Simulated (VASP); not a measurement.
Set up this calculation in VASP 6.6.1, as the native input.

```yaml
Task: relaxation of cell and atoms
Functional: PBE
Potentials_or_basis: VASP PAW PBE potentials, release 64 (Be, Sb)
Cutoff: 600 eV
k_mesh: 14 × 14 × 14
Occupations: gaussian, width 0.1 eV
Spin: no spin polarisation
Dipole_correction: no
Further_INCAR_settings: ALGO = Fast; EDIFF = 1e-06; IBRION = 2; EDIFFG = -0.01; NSW = 100; ISIF = 3
```

The structure of Be2Sb lies in POSCAR:

```
Be2Sb
1.0
   -2.2724020999      2.2927060613      2.3734674578
    2.2724020999     -2.2927060613      2.3734674578
    2.2724020999      2.2927060613     -2.3734674578
Be Sb
2 1
Direct
    0.2565433121      0.5000000000      0.7565433121
    0.7434566879      0.5000000000      0.2434566879
    0.0000000000      0.0000000000      0.0000000000
```

One way to write it, as run:

INCAR

```
SYSTEM = Be2Sb
PREC = Accurate
ENCUT = 600
EDIFF = 1E-6
ISMEAR = 0
SIGMA = 0.1
LREAL = .False.
LASPH = .True.
NELM = 100
ALGO = Fast
ISIF = 3
LWAVE = .False.
LCHARG = .False.
GGA = PE
IBRION = 2
NSW = 100
EDIFFG = -0.01
```

KPOINTS

```
Automatic mesh
0
Gamma
  14 14 14
  0 0 0
```

Potentials or basis: VASP PAW PBE potentials, release 64 (Be, Sb).

Command:

```sh
$ cat potpaw_PBE.64/Be/POTCAR potpaw_PBE.64/Sb/POTCAR > POTCAR
$ mpirun -np 1 vasp_std > vasp.out
```

Results of the run:

- Relaxed volume: 16.51 Å³/atom
- Relaxed cell: a = 4.007 Å, b = 4.007 Å, c = 4.007 Å, α = 108.91°, β = 110.72°, γ = 108.79°
- Space group after relaxing (to 0.1 Å): I4/mmm (No. 139)
- Energy gained by relaxing: 2.4 meV/atom
- Ionic steps: 8
- Pressure after relaxing: 0.0 GPa
- Band gap on the k mesh: zero (an odd number of electrons rules out a gap without spin polarisation)

Caveat: spin-orbit coupling is left out, which moves the levels of the heavy elements.

It took 11 min on 1 thread of Oxide Virtual Turin-like Processor, on a shared host, peak memory 0.37 GiB.
